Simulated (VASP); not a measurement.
# Ga (Cmcm) in VASP: notebook, part 2 of 2

VASP 6.6.1.

### Step 4. Single point, PBE

This run uses another cell than the first one, of 18.68 Å³/atom.

Contents of INCAR:

```
SYSTEM = Ga
ALGO = Normal ; EDIFF = 1E-6
ENCUT = 520 ; GGA = PE
ISIF = 2 ; ISMEAR = -1
LASPH = .True. ; LCHARG = .False.
LREAL = .False. ; LWAVE = .False.
NBANDS = 20 ; NELM = 60
PREC = Accurate ; SIGMA = 0.05
```

Contents of KPOINTS:

```
k-points
0
Gamma
  8 8 7
  0 0 0
```

Contents of POSCAR:

```
Ga
1.0
    1.4500000000     -4.0650000000      0.0000000000
    1.4500000000      4.0650000000      0.0000000000
    0.0000000000      0.0000000000      3.1700000000
Ga
2
Direct
    0.1330000000      0.8670000000      0.7500000000
    0.8670000000      0.1330000000      0.2500000000
```

Potentials or basis: VASP PAW PBE potentials, release 64 (Ga_d).

Started as:

```console
cat potpaw_PBE.64/Ga_d/POTCAR > POTCAR
mpirun -np 1 vasp_std > vasp.out
```

OUTCAR:

```text
SYSTEM = Ga
   EDIFF = 1E-6
   ENCUT = 520
   GGA = PE
   ISIF = 2
   ISMEAR = -1
   LASPH = .True.
   LREAL = .False.
   NELM = 60
   PREC = Accurate

 ion  position               nearest neighbor table
   1  0.133  0.867  0.750-   2 2.68   2 2.68   2 2.87   2 2.87   2 2.87   2 2.87
   2  0.867  0.133  0.250-   1 2.68   1 2.68   1 2.87   1 2.87   1 2.87   1 2.87

  LATTYP: Found a base centered orthorhombic cell.
 ALAT       =     2.9000000000
 B/A-ratio  =     2.8034482759
 C/A-ratio  =     1.0931034483

  Lattice vectors:

 A1 = (   1.4500000000,  -4.0650000000,   0.0000000000)
 A2 = (   1.4500000000,   4.0650000000,   0.0000000000)
 A3 = (   0.0000000000,   0.0000000000,   3.1700000000)

Analysis of symmetry for initial positions (statically):
=====================================================================
 Subroutine PRICEL returns:
 Original cell was already a primitive cell.

 Routine SETGRP: Setting up the symmetry group for a
 base centered orthorhombic supercell.

 Subroutine GETGRP returns: Found  8 space group operations
 (whereof  4 operations were pure point group operations)
 out of a pool of  8 trial point group operations.

The static configuration has the point symmetry C_2h.
 The point group associated with its full space group is D_2h.

Analysis of symmetry for dynamics (positions and initial velocities):
=====================================================================
 Subroutine PRICEL returns:
 Original cell was already a primitive cell.

 Routine SETGRP: Setting up the symmetry group for a
 base centered orthorhombic supercell.

 Subroutine GETGRP returns: Found  8 space group operations
 (whereof  4 operations were pure point group operations)
 out of a pool of  8 trial point group operations.

The dynamic configuration has the point symmetry C_2h.
 The point group associated with its full space group is D_2h.

[... 111 lines left out ...]
   EMIN   =  10.00;   EMAX   =-10.00  energy-range for DOS
   EFERMI =   0.00;   METHOD = LEGACY
   ISMEAR =    -1;   SIGMA  =   0.05  broadening in eV -4-tet -1-fermi 0-gaus
   EFERMI_NEDOS =   21; number of points for ismear=-14 and -15
   IALGO  =     38    algorithm
   IMIX   =      4    mixing-type and parameters
     AMIX     =   0.40;   BMIX     =  1.00
     AMIX_MAG =   1.60;   BMIX_MAG =  1.00
  volume/ion in A,a.u.               =      18.68       126.09
  Fermi-wavevector in a.u.,A,eV,Ry     =   1.450641  2.741314 28.631555  2.104360
  Thomas-Fermi vector in A             =   2.568230
   LORBIT       =      0    0 simple, 1 ext, 2 COOP (PROOUT), +10 PAW based schemes
   GGA     = PE    functional components
   LHFCALC =     F    Hartree Fock is set to
   AEXX    =    0.0000 exact exchange contribution
   IVDW    =     0    specifies the selected vdW correction
   LEPSILON=     F    determine dielectric tensor
   LRPA    =     F    only Hartree local field effects (RPA)
 non-spin polarized calculation
  energy-cutoff  :      520.00
  volume of cell :       37.37
 maximum number of plane-waves:      1030
   NGX = 17   NGY = 17   NGZ = 11

 number of electron      26.0000003 magnetization

 Free energy of the ion-electron system (eV)
  ---------------------------------------------------
  ext. energy  EPLUGINS =         0.00000000
  ---------------------------------------------------
  free energy    TOTEN  =        -5.74855806 eV

  energy without entropy =       -5.74060376  energy(sigma->0) =       -5.74458091

 E-fermi :   5.7304     XC(G=0): -11.0197

 val. band max:        5.6976977315   @ k =   0.5000  -0.0000   0.2857
 cond. band min:       5.7573386357   @ k =  -0.3750   0.1250   0.0000
 fundamental gap:      0.0596409043
 Fermi energy:         5.7304274420

 k-point     1 :       0.0000    0.0000    0.0000
  band No.  band energies     occupation
      1      -9.5507      2.00000
      2      -9.5260      2.00000
      3      -9.4505      2.00000
      4      -9.4353      2.00000
      5      -9.2460      2.00000
      6      -9.2331      2.00000
[... 541 lines left out ...]
     19      17.4211      0.00000
     20      18.2715      0.00000

 [... further k-points ...]

------------------------ aborting loop because EDIFF is reached ----------------------------------------

  FORCE on cell =-STRESS in cart. coord.  units (eV):
  Direction    XX          YY          ZZ          XY          YZ          ZX
  --------------------------------------------------------------------------------------
  -------------------------------------------------------------------------------------
  Total        0.1738729      0.7182239      0.2373801      0.0000000      0.0000000      0.0000000
  in kB        7.4546070     30.7930458     10.1774058      0.0000000      0.0000000      0.0000000
  external PRESSURE =      16.1416862 kB  Pullay stress =       0.0000000 kB

 VOLUME and BASIS-vectors are now :
 -----------------------------------------------------------------------------
  energy-cutoff  :      520.00
  volume of cell :       37.37
      direct lattice vectors                 reciprocal lattice vectors
     1.450000000 -4.065000000  0.000000000     0.344827586 -0.123001230  0.000000000
     1.450000000  4.065000000  0.000000000     0.344827586  0.123001230  0.000000000
     0.000000000  0.000000000  3.170000000     0.000000000  0.000000000  0.315457413

 POSITION                                       TOTAL-FORCE (eV/Angst)
 -----------------------------------------------------------------------------------
      1.45000      2.98371      2.37750         0.000000     -0.235408      0.000000
      1.45000     -2.98371      0.79250         0.000000      0.235408     -0.000000
 -----------------------------------------------------------------------------------
    total drift:                                0.000000      0.000000     -0.000000

  FREE ENERGIE OF THE ION-ELECTRON SYSTEM (eV)
  ---------------------------------------------------
  free  energy   TOTEN  =        -5.7485580597 eV

  energy  without entropy=       -5.7406037567  energy(sigma->0) =       -5.74458091
```

stdout:

```text
POSCAR found type information on POSCAR Ga
 POSCAR found :  1 types and       2 ions
 scaLAPACK will be used
 LDA part: xc-table for (Slater+PW92), standard interpolation
 POSCAR, INCAR and KPOINTS ok, starting setup
 FFT: planning ... GRIDC
 FFT: planning ... GRID_SOFT
 FFT: planning ... GRID
 WAVECAR not read
 entering main loop
```

Wall time 70 s (1 thread of Intel Xeon 8259CL, shared host); peak memory 0.19 GiB.

Results:

```yaml
Free_energy: -5.7486 eV
Pressure: 1.6 GPa
Largest_force: 0.235 eV/Å
Band_gap_on_the_k_mesh: zero (bands 13 and 14 overlap by 8.42 eV)
```

Forces in eV/Å, atoms in the order of the input:
```
Ga   0.000 -0.235  0.000
Ga   0.000  0.235  0.000
```

### Step 5. The runs side by side

```tsv
cell	gap on the mesh (eV)	pressure (GPa)	largest force (eV/Å)
a = 4.316, b = 4.316, c = 3.107 Å, angles 90.0, 90.0, 140.7°, 2 atoms	none	3.0	0.28
a = 4.316, b = 4.316, c = 3.138 Å, angles 90.0, 90.0, 140.7°, 2 atoms	none	2.1	0.26
a = 4.316, b = 4.316, c = 3.170 Å, angles 90.0, 90.0, 140.7°, 2 atoms	none	1.6	0.24
```

Alike in all rows: task single point; level PBE; potentials or basis VASP PAW PBE potentials, release 64 (Ga_d); no spin polarisation; k mesh 8 × 8 × 7; cutoff (eV) 520; smearing fermi-dirac 0.05 eV.

Caveats: the cell stands under pressure (at least some runs).

Total energies depend on the potentials used, so only differences within one code and one set of settings carry meaning.

The gap in the log of VASP goes by the Fermi energy; the results here count the filled bands.